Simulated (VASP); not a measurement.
# SiC: single point with PBE

Crystal: SiC.

```
Si C
1.0
     0.00000    2.20159    2.20159
     2.20159    0.00000    2.20159
     2.17825    2.17825    0.02334
Si C
1 1
Direct
  0.00000 0.00000 0.00000
  0.75000 0.75000 0.75000
```

```
Program                : VASP 6.6.1
Task                   : single point
Functional             : PBE
Potentials or basis    : VASP PAW PBE potentials, release 64 (Si, C)
Cutoff                 : 520 eV
k mesh                 : 12 × 12 × 12
Occupations            : gaussian, width 0.05 eV
Spin                   : no spin polarisation
Dipole correction      : no
Further INCAR settings : ALGO = Normal; EDIFF = 1e-07; NBANDS = 11
```

The pressure is 0.0 GPa. The largest force is 0.153 eV/Å and the band gap on the k mesh is 1.31 eV, indirect (least direct gap 4.44 eV).

Forces in eV/Å, atoms in the order of the input:
```
Si  -0.088 -0.088  0.088
C    0.088  0.088 -0.088
```

Stress tensor (GPa, compression positive):
```
 0.03  2.86 -2.86
 2.86  0.03 -2.86
-2.86 -2.86  0.03
```

Levels at points of the mesh, in eV from the valence-band top:
```csv
k point,band 2,band 3,band 4,band 5,band 6,band 7
"(0.00, 0.00, 0.00)",-0.08,-0.08,0.00,5.94,7.03,7.03
"(0.50, 0.00, 0.00)",-8.52,-1.08,-1.07,5.31,7.04,7.28
"(0.50, 0.50, 0.00)",-7.80,-3.29,-3.13,1.31,4.22,13.75
"(0.00, 0.00, 0.50)",-8.48,-1.19,-1.19,5.02,6.98,6.98
```

Run time: 45 s on 1 thread of AMD EPYC 7R43 64-Core Processor (Zen 3), with other jobs on the host, peak memory 0.12 GiB.

A k mesh can miss the band edges. Expect the measured gap to be larger: semilocal functionals such as PBE lack the derivative discontinuity.
